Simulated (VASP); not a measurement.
## Nb: single point with RPBE

Nb:

```
CELL_PARAMETERS angstrom
2.99828 0.00000 0.00000
-1.49914 2.59659 0.00000
0.00000 0.00000 5.47404
ATOMIC_POSITIONS crystal
Nb 0.33333 0.66667 0.25000
Nb 0.66667 0.33333 0.75000
```

This cell differs from its parent crystal: volume scaled by 1.12.

- Program: VASP 6.6.1
- Task: single point
- Functional: RPBE
- Potentials or basis: VASP PAW PBE potentials, release 64 (Nb_sv)
- Cutoff: 520 eV
- k mesh: 14 × 14 × 7
- Occupations: fermi-dirac, width 0.1 eV
- Spin: no spin polarisation
- Dipole correction: no
- Further INCAR settings: ALGO = Normal; EDIFF = 1e-06; NBANDS = 20

| Property | Result |
| --- | --- |
| Pressure | -14.3 GPa |
| Band gap on the k mesh | zero (band 13 reaches 10.64 eV, above the bottom of band 14 at 8.93 eV) |

Stress tensor (GPa, compression positive):
```
-14.81   0.00   0.00
  0.00 -14.81   0.00
  0.00   0.00 -13.29
```

Levels at points of the mesh, in eV from the Fermi level:
```tsv
k point	band 10	band 11	band 12	band 13	band 14	band 15	band 16	band 17
(0.00, 0.00, 0.00)	-3.52	-0.75	0.14	0.35	0.35	0.71	0.71	2.23
(0.50, 0.00, 0.00)	-2.90	-2.65	-0.39	0.05	0.31	0.72	3.73	4.57
```

Run time: 29 s on 1 thread of Intel(R) Xeon(R) 6975P-C (Granite Rapids), on a shared host, peak memory 0.2 GiB.

Caveat: the PAW data sets were made with another functional, which shifts forces and pressure a little.
